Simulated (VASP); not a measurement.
# Zr3Ag (P4/mmm) in VASP: notebook

The runs below take Zr3Ag through single point, with LDA.

Everything below comes from runs of VASP 6.6.1. Logs are shortened: lines on timing, memory, paths and dates and some standing lists are left out, and cuts for length are marked.

### 1 The cell of the first run

It takes space group P4/mmm (No. 123, tetragonal). Conventional cell: a = 4.473 Å, b = 4.473 Å, c = 3.905 Å, α = 90.00°, β = 90.00°, γ = 90.00°. Zr (site symmetry 4/mmm) has 10 Zr at 2.97 to 3.90 Å and 4 Ag at 3.16 Å within 4.0 Å. Zr (site symmetry mmm) has 10 Zr at 2.97 to 3.90 Å and 4 Ag at 2.97 Å within 4.0 Å. Within 4.0 Å of Ag (site symmetry 4/mmm) lie 12 Zr at 2.97 to 3.16 Å and 2 Ag at 3.90 Å.

### 2 Single point, LDA (19.53 Å³/atom)

Input file INCAR:

```
SYSTEM = Zr3Ag
PREC     = Accurate       ! precision mode
ENCUT    = 520            ! plane-wave cutoff, eV
EDIFF    = 1E-6           ! SCF threshold, eV
ISMEAR   = -1             ! smearing method
SIGMA    = 0.05           ! smearing width, eV
LREAL    = .False.        ! projectors in reciprocal space
LASPH    = .True.         ! aspherical terms in the spheres
NELM     = 80             ! most SCF steps
ALGO     = Normal         ! electronic algorithm
ISIF     = 2              ! what is computed and relaxed
LWAVE    = .False.        ! write WAVECAR
LCHARG   = .False.        ! write CHGCAR
GGA      = CA             ! functional
NBANDS   = 32             ! bands
```

Input file KPOINTS:

```
regular mesh
0
Gamma
  7 7 8
  0 0 0
```

Input file POSCAR:

```
Zr3Ag
1.0
    4.4727901724      0.0000000000      0.0000000000
    0.0000000000      4.4727901724      0.0000000000
    0.0000000000      0.0000000000      3.9046302293
Zr Ag
3 1
Direct
    0.5000000000      0.5000000000      0.0000000000
    0.0000000000      0.5000000000      0.5000000000
    0.5000000000      0.0000000000      0.5000000000
    0.0000000000      0.0000000000      0.0000000000
```

Potentials or basis: VASP PAW LDA potentials, release 64 (Zr_sv, Ag).

The run is started by

```
$ cat potpaw_LDA.64/Zr_sv/POTCAR potpaw_LDA.64/Ag/POTCAR > POTCAR
$ mpirun -np 1 vasp_std > vasp.out
```

OUTCAR:

```text
SYSTEM = Zr3Ag
   PREC = Accurate
   ENCUT = 520
   EDIFF = 1E-6
   ISMEAR = -1
   LREAL = .False.
   LASPH = .True.
   NELM = 80
   ISIF = 2
   GGA = CA

 ion  position               nearest neighbor table
   1  0.500  0.500  0.000-   2 2.97   3 2.97   2 2.97   3 2.97   3 2.97   3 2.97   2 2.97   2 2.97
                             4 3.16   4 3.16   4 3.16   4 3.16
   2  0.000  0.500  0.500-   1 2.97   4 2.97   1 2.97   4 2.97   4 2.97   4 2.97   1 2.97   1 2.97
                             3 3.16   3 3.16   3 3.16   3 3.16
   3  0.500  0.000  0.500-   1 2.97   4 2.97   1 2.97   4 2.97   1 2.97   1 2.97   4 2.97   4 2.97
                             2 3.16   2 3.16   2 3.16   2 3.16
   4  0.000  0.000  0.000-   2 2.97   3 2.97   2 2.97   3 2.97   2 2.97   2 2.97   3 2.97   3 2.97
                             1 3.16   1 3.16   1 3.16   1 3.16

  LATTYP: Found a simple tetragonal cell.
 ALAT       =     4.4727901724
 C/A-ratio  =     0.8729741568

  Lattice vectors:

 A1 = (   4.4727901724,   0.0000000000,   0.0000000000)
 A2 = (   0.0000000000,   4.4727901724,   0.0000000000)
 A3 = (   0.0000000000,   0.0000000000,   3.9046302293)

Analysis of symmetry for initial positions (statically):
=====================================================================
 Subroutine PRICEL returns:
 Original cell was already a primitive cell.

 Routine SETGRP: Setting up the symmetry group for a
 simple tetragonal supercell.

 Subroutine GETGRP returns: Found 16 space group operations
 (whereof 16 operations were pure point group operations)
 out of a pool of 16 trial point group operations.

The static configuration has the point symmetry D_4h.

Analysis of symmetry for dynamics (positions and initial velocities):
=====================================================================
 Subroutine PRICEL returns:
 Original cell was already a primitive cell.

 Routine SETGRP: Setting up the symmetry group for a
 simple tetragonal supercell.

 Subroutine GETGRP returns: Found 16 space group operations
 (whereof 16 operations were pure point group operations)
 out of a pool of 16 trial point group operations.

The dynamic configuration has the point symmetry D_4h.

 Subroutine INISYM returns: Found 16 space group operations
 (whereof 16 operations are pure point group operations),
 and found     1 'primitive' translations

----------------------------------------------------------------------------------------

                                     Primitive cell

  volume of cell :      78.1155

  direct lattice vectors                    reciprocal lattice vectors
     4.472790172  0.000000000  0.000000000     0.223574092  0.000000000  0.000000000
     0.000000000  4.472790172  0.000000000     0.000000000  0.223574092  0.000000000
     0.000000000  0.000000000  3.904630229     0.000000000  0.000000000  0.256106197

  length of vectors
     4.472790172  4.472790172  3.904630229     0.223574092  0.223574092  0.256106197

  position of ions in fractional coordinates (direct lattice)
     0.500000000  0.500000000  0.000000000
     0.000000000  0.500000000  0.500000000
     0.500000000  0.000000000  0.500000000
     0.000000000  0.000000000  0.000000000

  ion indices of the primitive-cell ions
   primitive index   ion index
                 1           1
                 2           2
                 3           3
                 4           4

----------------------------------------------------------------------------------------

 KPOINTS: regular mesh

Automatic generation of k-mesh.
 Grid dimensions read from file:
 generate k-points for:    7    7    8

 Generating k-lattice:

  Cartesian coordinates                     Fractional coordinates (reciprocal lattice)
     0.031939156  0.000000000  0.000000000     0.142857143  0.000000000  0.000000000
     0.000000000  0.031939156  0.000000000     0.000000000  0.142857143  0.000000000
     0.000000000  0.000000000  0.032013275     0.000000000  0.000000000  0.125000000

  Length of vectors
     0.031939156  0.031939156  0.032013275

  Shift w.r.t. Gamma in fractional coordinates (k-lattice)
     0.000000000  0.000000000  0.000000000

 Subroutine IBZKPT returns following result:
 ===========================================

 Found     50 irreducible k-points:

 Following reciprocal coordinates:
            Coordinates               Weight
  0.000000  0.000000  0.000000      1.000000
  0.142857  0.000000  0.000000      4.000000
  0.285714  0.000000  0.000000      4.000000
  0.428571  0.000000  0.000000      4.000000
  0.142857  0.142857  0.000000      4.000000
  0.285714  0.142857  0.000000      8.000000
[... 16 lines left out ...]
  0.285714  0.000000  0.250000      8.000000
  0.428571  0.000000  0.250000      8.000000
 [... further k-points ...]
   k-points           NKPTS =     50   k-points in BZ     NKDIM =     50   number of bands    NBANDS=     32
   number of dos      NEDOS =    301   number of ions     NIONS =      4
   total plane-waves  NPLWV =  38880
   dimension x,y,z NGX =    36 NGY =   36 NGZ =   30
   dimension x,y,z NGXF=    72 NGYF=   72 NGZF=   60
   ions per type =               3   1
   NGX,Y,Z   is equivalent  to a cutoff of  13.38, 13.38, 12.77 a.u.
   NGXF,Y,Z  is equivalent  to a cutoff of  26.76, 26.76, 25.55 a.u.
 SYSTEM =  Zr3Ag
   PREC   = accura    normal or accurate (medium, high low for compatibility)
   ISTART =      0    job   : 0-new  1-cont  2-samecut
   ICHARG =      2    charge: 1-file 2-atom 10-const
   ISPIN  =      1    spin polarized calculation?
   LNONCOLLINEAR =      F non collinear calculations
   LSORBIT =      F    spin-orbit coupling
   LASPH  =      T    aspherical Exc in radial PAW
   ENCUT  =  520.0 eV  38.22 Ry    6.18 a.u.   8.32  8.32  7.26*2*pi/ulx,y,z
   NELM   =     80;   NELMIN=  2; NELMDL= -5     # of ELM steps
   EDIFF  = 0.1E-05   stopping-criterion for ELM
   LREAL  =      F    real-space projection
[... 7 lines left out ...]
   TEBEG  =    0.0;   TEEND  =   0.0 temperature during run
   PSTRESS=    0.0 pullay stress
   NELECT =      47.0000    total number of electrons
   NUPDOWN=      -1.0000    fix difference up-down
   EMIN   =  10.00;   EMAX   =-10.00  energy-range for DOS
   EFERMI =   0.00;   METHOD = LEGACY
   ISMEAR =    -1;   SIGMA  =   0.05  broadening in eV -4-tet -1-fermi 0-gaus
   EFERMI_NEDOS =   21; number of points for ismear=-14 and -15
   IALGO  =     38    algorithm
   IMIX   =      4    mixing-type and parameters
     AMIX     =   0.40;   BMIX     =  1.00
     AMIX_MAG =   1.60;   BMIX_MAG =  1.00
  volume/ion in A,a.u.               =      19.53       131.79
  Fermi-wavevector in a.u.,A,eV,Ry     =   1.382065  2.611724 25.988537  1.910104
  Thomas-Fermi vector in A             =   2.506791
   LORBIT       =      0    0 simple, 1 ext, 2 COOP (PROOUT), +10 PAW based schemes
   GGA     = CA    functional components
   LHFCALC =     F    Hartree Fock is set to
   AEXX    =    0.0000 exact exchange contribution
   IVDW    =     0    specifies the selected vdW correction
   LEPSILON=     F    determine dielectric tensor
   LRPA    =     F    only Hartree local field effects (RPA)
 non-spin polarized calculation
  energy-cutoff  :      520.00
  volume of cell :       78.12
 maximum number of plane-waves:      2150
 NGX is ok and might be reduce to    36
   NGX = 17   NGY = 17   NGZ = 15

 number of electron      47.0000005 magnetization

 Free energy of the ion-electron system (eV)
  ---------------------------------------------------
  ext. energy  EPLUGINS =         0.00000000
  ---------------------------------------------------
  free energy    TOTEN  =       -31.69547781 eV

  energy without entropy =      -31.65496179  energy(sigma->0) =      -31.67521980

 E-fermi :   9.7687     XC(G=0): -12.0679

 val. band max:        9.7653475593   @ k =   0.2857   0.2857   0.1250
 cond. band min:       9.7728854891   @ k =   0.4286   0.4286   0.5000
 fundamental gap:      0.0075379299
 Fermi energy:         9.7687133895

 k-point     1 :       0.0000    0.0000    0.0000
  band No.  band energies     occupation
      1     -38.3966      2.00000
      2     -38.2081      2.00000
      3     -37.9551      2.00000
      4     -17.0727      2.00000
      5     -17.0727      2.00000
      6     -16.9289      2.00000
[... 24 lines left out ...]
     31      14.3746      0.00000
     32      15.1055      0.00000

 k-point     2 :       0.1429    0.0000    0.0000
  band No.  band energies     occupation
      1     -38.3860      2.00000
      2     -38.2140      2.00000
      3     -37.9601      2.00000
      4     -17.0522      2.00000
      5     -17.0232      2.00000
      6     -16.9029      2.00000
[... 24 lines left out ...]
     31      14.8519      0.00000
     32      14.8607      0.00000

 k-point     3 :       0.2857    0.0000    0.0000
  band No.  band energies     occupation
      1     -38.3573      2.00000
      2     -38.2321      2.00000
      3     -37.9712      2.00000
      4     -16.9996      2.00000
      5     -16.8831      2.00000
      6     -16.8355      2.00000
[... 24 lines left out ...]
     31      13.9433      0.00000
     32      14.1213      0.00000

 k-point     4 :       0.4286    0.0000    0.0000
  band No.  band energies     occupation
      1     -38.3219      2.00000
      2     -38.2592      2.00000
      3     -37.9801      2.00000
      4     -16.9478      2.00000
      5     -16.7655      2.00000
      6     -16.6840      2.00000
[... 654 lines left out ...]
     31      14.1877      0.00000
     32      14.3425      0.00000

 k-point    23 :       0.2857    0.0000    0.2500
  band No.  band energies     occupation
      1     -38.3301      2.00000
      2     -38.2294      2.00000
      3     -37.9963      2.00000
      4     -17.0043      2.00000
      5     -16.8726      2.00000
      6     -16.6512      2.00000
[... 24 lines left out ...]
     31      13.7482      0.00000
     32      14.3141      0.00000

 k-point    24 :       0.4286    0.0000    0.2500
  band No.  band energies     occupation
      1     -38.2991      2.00000
      2     -38.2556      2.00000
      3     -38.0011      2.00000
      4     -16.9382      2.00000
      5     -16.8096      2.00000
      6     -16.7910      2.00000
[... 24 lines left out ...]
     31      13.8472      0.00000
     32      14.3545      0.00000

 [... further k-points ...]

------------------------ aborting loop because EDIFF is reached ----------------------------------------

  FORCE on cell =-STRESS in cart. coord.  units (eV):
  Direction    XX          YY          ZZ          XY          YZ          ZX
  --------------------------------------------------------------------------------------
  -------------------------------------------------------------------------------------
  Total        0.4972316      0.4972316      1.6825586      0.0000000      0.0000000      0.0000000
  in kB       10.1984065     10.1984065     34.5099103      0.0000000      0.0000000      0.0000000
  external PRESSURE =      18.3022411 kB  Pullay stress =       0.0000000 kB

 VOLUME and BASIS-vectors are now :
 -----------------------------------------------------------------------------
  energy-cutoff  :      520.00
  volume of cell :       78.12
      direct lattice vectors                 reciprocal lattice vectors
     4.472790172  0.000000000  0.000000000     0.223574092  0.000000000  0.000000000
     0.000000000  4.472790172  0.000000000     0.000000000  0.223574092  0.000000000
     0.000000000  0.000000000  3.904630229     0.000000000  0.000000000  0.256106197

 POSITION                                       TOTAL-FORCE (eV/Angst)
 -----------------------------------------------------------------------------------
      2.23640      2.23640      0.00000         0.000000      0.000000      0.000000
      0.00000      2.23640      1.95232         0.000000      0.000000      0.000000
      2.23640      0.00000      1.95232         0.000000      0.000000      0.000000
      0.00000      0.00000      0.00000         0.000000      0.000000      0.000000
 -----------------------------------------------------------------------------------
    total drift:                                0.000000      0.000000      0.000000

  FREE ENERGIE OF THE ION-ELECTRON SYSTEM (eV)
  ---------------------------------------------------
  free  energy   TOTEN  =       -31.6954778107 eV

  energy  without entropy=      -31.6549617862  energy(sigma->0) =      -31.67521980
```

Run time: 46 s. Hardware: 1 thread of Intel Xeon 6975P-C (Granite Rapids), shared host; peak memory 0.23 GiB.

Results:

```yaml
Free_energy: -31.6955 eV
Pressure: 1.8 GPa
Band_gap_on_the_k_mesh: zero (an odd number of electrons rules out a gap without spin polarisation)
```

Stress tensor (GPa, compression positive):
```
1.02 0.00 0.00
0.00 1.02 0.00
0.00 0.00 3.45
```

[end of part 1 of 2]
